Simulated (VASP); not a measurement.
Crystal: KI.

```
CELL_PARAMETERS angstrom
0.00000 3.53277 3.53277
3.53277 0.00000 3.53277
3.53277 3.53277 0.00000
ATOMIC_POSITIONS crystal
K 0.00000 0.00000 0.00000
I 0.50000 0.50000 0.50000
```

Base run:

* Program: VASP 6.6.1
* Functional: PBEsol
* Potentials or basis: VASP PAW PBE potentials, release 64 (K_sv, I)
* Cutoff: 520 eV
* k mesh: 4 × 4 × 4
* Occupations: gaussian, width 0.01 eV
* Spin: no spin polarisation

Its results: band gap on the k mesh 3.81 eV, direct; pressure -0.2 GPa.

Q: The run is repeated on the same cell with these changes: functional from PBEsol to revPBE. What comes out?

A: Band gap on the k mesh 4.23 eV, direct; pressure 1.6 GPa.

revPBE binds less tightly than PBEsol, so the same cell stands under more pressure.

Caveats: the PAW data sets were made with another functional, which shifts forces and pressure a little; spin-orbit coupling is left out, which moves the levels of the heavy elements.

